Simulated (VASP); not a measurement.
Set up this calculation in VASP 6.6.1, as the native input.

```
Task                   : relaxation of cell and atoms
Functional             : PBE
Potentials or basis    : VASP PAW PBE potentials, release 64 (Mg, Cd, Te)
Cutoff                 : 600 eV
k mesh                 : 4 × 4 × 4
Occupations            : gaussian, width 0.1 eV
Spin                   : no spin polarisation
Dipole correction      : no
Further INCAR settings : ALGO = Normal; EDIFF = 1e-07; IBRION = 2; EDIFFG = -0.04; NSW = 90; ISIF = 3
```

The structure of MgCd3Te4 lies in POSCAR:

```
MgCd3Te4
1.0
    6.1025266100      0.0000000000      0.0000000000
    0.0000000000      6.1025266100      0.0000000000
    0.0000000000      0.0000000000      6.1025266100
Mg Cd Te
1 3 4
Direct
    0.5000000000      0.5000000000      0.5000000000
    0.0000000000      0.0000000000      0.5000000000
    0.0000000000      0.5000000000      0.0000000000
    0.5000000000      0.0000000000      0.0000000000
    0.7500000000      0.7500000000      0.7500000000
    0.7500000000      0.2500000000      0.2500000000
    0.2500000000      0.7500000000      0.2500000000
    0.2500000000      0.2500000000      0.7500000000
```

The input as run:

INCAR

```
ALGO = Normal ; EDIFF = 1E-7
EDIFFG = -0.04 ; ENCUT = 600
GGA = PE ; IBRION = 2
ISIF = 3 ; ISMEAR = 0
LASPH = True ; LCHARG = False
LREAL = False ; LWAVE = False
NELM = 80 ; NSW = 90
PREC = Accurate ; SIGMA = 0.1
```

KPOINTS

```
k-points
0
Gamma
  4 4 4
```

Potentials or basis: VASP PAW PBE potentials, release 64 (Mg, Cd, Te).

Command:

```console
$ cat potpaw_PBE.64/Mg/POTCAR potpaw_PBE.64/Cd/POTCAR potpaw_PBE.64/Te/POTCAR > POTCAR
$ mpirun -np 1 vasp_std > vasp.out
```

It gave:

```yaml
Relaxed_volume: 35.88 Å³/atom
Relaxed_cell: a = 6.596 Å, b = 6.596 Å, c = 6.596 Å, α = 90.00°, β = 90.00°, γ = 90.00°
Space_group_after_relaxing_to_0.1_Å: P-43m (No. 215)
Energy_gained_by_relaxing: 266.3 meV/atom
Ionic_steps: 6
Pressure_after_relaxing: 0.0 GPa
Band_gap_on_the_k_mesh: 0.99 eV
```

Caveat: the volume moved by over 15 % at a fixed basis, so the end points are rough; spin-orbit coupling is left out, which moves the levels of the heavy elements.

Wall time 6.7 min on 1 thread of Intel(R) Xeon(R) Platinum 8559C (Emerald Rapids), with other jobs on the host, peak memory 0.43 GiB.
